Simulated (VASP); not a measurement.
# TaN in VASP: further runs, part 2 of 2

VASP 6.6.1.

## (4) Single point, LDA (atoms displaced along a vibrational mode, the cell strained)

The input, INCAR:

```
  PREC = Accurate
  ENCUT = 700
  EDIFF = 1E-6
  ISMEAR = 0
  SIGMA = 0.15
  LREAL = F
  LASPH = T
  NELM = 120
  ALGO = Normal
  ISIF = 2
  LWAVE = F
  LCHARG = F
  NBANDS = 16
  GGA_COMPAT = F
```

The input, KPOINTS:

```
Automatic mesh
0
Gamma
  18 18 18
```

The input, POSCAR:

```
TaN
1.0
    0.0000000000      2.2281815418      2.2281815418
    2.2281815418      0.0000000000      2.2281815418
    2.2281815418      2.2281815418      0.0000000000
Ta N
1 1
Direct
    0.4989139126      0.5010860874      0.5010860874
    0.0140304995     -0.0140304995     -0.0140304995
```

Potentials or basis: VASP PAW LDA potentials, release 64 (Ta_sv_GW, N).

Started as:

```sh
$ cat potpaw_LDA.64/Ta_sv_GW/POTCAR potpaw_LDA.64/N/POTCAR > POTCAR
$ mpirun -np 1 vasp_std > vasp.out
```

OUTCAR:

```text
PREC = Accurate
   ENCUT = 700
   EDIFF = 1E-6
   ISMEAR = 0
   LREAL = F
   LASPH = T
   NELM = 120
   ISIF = 2

 ion  position               nearest neighbor table
   1  0.499  0.501  0.501-   2 2.16   2 2.23   2 2.23   2 2.23   2 2.23   2 2.30
   2  0.014  0.986  0.986-   1 2.16   1 2.23   1 2.23   1 2.23   1 2.23   1 2.30

  LATTYP: Found a face centered cubic cell.
 ALAT       =     4.4563630836

  Lattice vectors:

 A1 = (   0.0000000000,   2.2281815418,   2.2281815418)
 A2 = (   2.2281815418,   0.0000000000,   2.2281815418)
 A3 = (   2.2281815418,   2.2281815418,   0.0000000000)

Analysis of symmetry for initial positions (statically):
=====================================================================
 Subroutine PRICEL returns:
 Original cell was already a primitive cell.

 Routine SETGRP: Setting up the symmetry group for a
 face centered cubic supercell.

 Subroutine GETGRP returns: Found  8 space group operations
 (whereof  8 operations were pure point group operations)
 out of a pool of 48 trial point group operations.

The static configuration has the point symmetry C_4v.

Analysis of symmetry for dynamics (positions and initial velocities):
[... 158 lines left out ...]

 E-fermi :  12.8626     XC(G=0): -13.8310

 val. band max:       12.8605663670   @ k =   0.0000   0.3889   0.0556
 cond. band min:      12.8650640217   @ k =   0.0556  -0.3333   0.1667
 fundamental gap:      0.0044976547
 Fermi energy:        12.8625774170

 k-point     1 :       0.0000    0.0000    0.0000
  band No.  band energies     occupation
      1     -56.3031      2.00000
      2     -22.7377      2.00000
      3     -22.7351      2.00000
      4     -22.7351      2.00000
      5      -5.3921      2.00000
      6       9.0977      2.00000
[... 433 lines left out ...]
      3     -22.8120      2.00000
      4     -22.8047      2.00000
      5      -3.1266      2.00000
      6       3.7448      2.00000
[... 8 lines left out ...]
     15      23.9876      0.00000
     16      26.2444      0.00000

 [... further k-points ...]

------------------------ aborting loop because EDIFF is reached ----------------------------------------

  FORCE on cell =-STRESS in cart. coord.  units (eV):
  Direction    XX          YY          ZZ          XY          YZ          ZX
  --------------------------------------------------------------------------------------
  -------------------------------------------------------------------------------------
  Total       -2.8861593     -3.1416587     -3.1416587      0.0000000      0.0000000      0.0000000
  in kB     -209.0013880   -227.5033916   -227.5033916      0.0000000      0.0000000      0.0000000
  external PRESSURE =    -221.3360570 kB  Pullay stress =       0.0000000 kB

 VOLUME and BASIS-vectors are now :
 -----------------------------------------------------------------------------
  energy-cutoff  :      700.00
  volume of cell :       22.12
      direct lattice vectors                 reciprocal lattice vectors
     0.000000000  2.228181542  2.228181542    -0.224398233  0.224398233  0.224398233
     2.228181542  0.000000000  2.228181542     0.224398233 -0.224398233  0.224398233
     2.228181542  2.228181542  0.000000000     0.224398233  0.224398233 -0.224398233

 POSITION                                       TOTAL-FORCE (eV/Angst)
 -----------------------------------------------------------------------------------
      2.23302      2.22818      2.22818        -0.369836      0.000000      0.000000
      4.39384      2.22818      2.22818         0.369836      0.000000      0.000000
 -----------------------------------------------------------------------------------
    total drift:                               -0.000071      0.000000      0.000000

  FREE ENERGIE OF THE ION-ELECTRON SYSTEM (eV)
  ---------------------------------------------------
  free  energy   TOTEN  =       -26.5532441494 eV

  energy  without entropy=      -26.5431369004  energy(sigma->0) =      -26.54819052
```

stdout:

```text
POSCAR found type information on POSCAR TaN
 POSCAR found :  2 types and       2 ions
 scaLAPACK will be used
 LDA part: xc-table for (Slater(with rela. corr.)+CA(PZ))
 , standard interpolation
 POSCAR, INCAR and KPOINTS ok, starting setup
 FFT: planning ... GRIDC
 FFT: planning ... GRID_SOFT
 FFT: planning ... GRID
 WAVECAR not read
 entering main loop
```

Wall time 2 min (1 thread of AMD EPYC 9R45 (Zen 5), shared host); peak memory 0.36 GiB.

Results:

* Free energy: -26.5532 eV
* Pressure: -22.1 GPa
* Largest force: 0.370 eV/Å
* Band gap on the k mesh: zero (bands 9 and 10 overlap by 3.63 eV)

Forces on the atoms (eV/Å):
```
Ta  -0.370  0.000  0.000
N    0.370  0.000  0.000
```

Stress tensor (GPa, compression positive):
```
-20.90   0.00   0.00
  0.00 -22.75   0.00
  0.00   0.00 -22.75
```

Caveat: the cell differs from its parent crystal (atoms displaced along a vibrational mode, the cell strained); the cell stands under tension; spin-orbit coupling is left out, which moves the levels of the heavy elements.

## (5) Single point, LDA

This run uses another cell than the first one, of 9.77 Å³/atom.

The input, INCAR:

```
  ALGO = Normal
  EDIFF = 1E-6
  ENCUT = 1330
  GGA = CA
  GGA_COMPAT = False
  ISIF = 2
  ISMEAR = 0
  LASPH = True
  LCHARG = False
  LREAL = False
  LWAVE = False
  NBANDS = 16
  NELM = 120
  PREC = Accurate
  SIGMA = 0.15
```

The input, KPOINTS:

```
k-points
0
Gamma
  18 18 18
```

The input, POSCAR:

```
TaN
1.0
    0.0000000000      2.1375325951      2.1375325951
    2.1375325951      0.0000000000      2.1375325951
    2.1375325951      2.1375325951      0.0000000000
Ta N
1 1
Direct
    0.5000000000      0.5000000000      0.5000000000
    0.0000000000      0.0000000000      0.0000000000
```

Potentials or basis: VASP PAW LDA potentials, release 64 (Ta_sv_GW, N_h).

Started as:

```sh
$ cat potpaw_LDA.64/Ta_sv_GW/POTCAR potpaw_LDA.64/N_h/POTCAR > POTCAR
$ mpirun -np 1 vasp_std > vasp.out
```

Wall time 2 min (1 thread of Intel Xeon Platinum 8488C (Sapphire Rapids), shared host); peak memory 0.41 GiB.

The run converged. Its results:

* Free energy: -26.6000 eV
* Pressure: 22.9 GPa
* Band gap on the k mesh: zero (bands 9 and 10 overlap by 4.54 eV)

Levels at points of the mesh, in eV from the Fermi level:
```
           k point  band 7  band 8  band 9  band 10  band 11  band 12
(0.00, 0.00, 0.00)   -4.02   -4.02   -2.39    -2.39    -2.39     0.02
(0.50, 0.00, 0.00)   -8.21   -8.21    2.15     2.15     2.26     4.19
(0.50, 0.50, 0.00)   -6.08   -4.75   -4.75     2.34     4.04     4.04
```

Caveat: the cell stands under pressure; spin-orbit coupling is left out, which moves the levels of the heavy elements.

## (6) Overview

| potentials or basis | cell | cutoff (eV) | gap on the mesh (eV) | pressure (GPa) |
| --- | --- | --- | --- | --- |
| VASP PAW LDA potentials, release 64 (Ta_sv_GW, N_h) | a = 3.049 Å, angles 60.0°, 2 atoms, atomic positions A | 1330 | none | 12.1 |
| VASP PAW LDA potentials, release 64 (Ta_sv_GW, N_h) | a = 3.100 Å, angles 60.0°, 2 atoms, atomic positions A | 1330 | none | -7.6 |
| VASP PAW LDA potentials, release 64 (Ta_sv_GW, N) | a = 3.151 Å, angles 60.0°, 2 atoms, atomic positions B | 700 | none | -22.1 |
| VASP PAW LDA potentials, release 64 (Ta_sv_GW, N_h) | a = 3.023 Å, angles 60.0°, 2 atoms, atomic positions A | 1330 | none | 22.9 |

Alike in all rows: task single point; level LDA; no spin polarisation; k mesh 18 × 18 × 18; smearing gaussian 0.15 eV.

Caveats: spin-orbit coupling is left out, which moves the levels of the heavy elements; the cell stands under pressure (at least some runs); the cell stands under tension (at least some runs).

Total energies depend on the potentials used, so only differences within one code and one set of settings carry meaning.
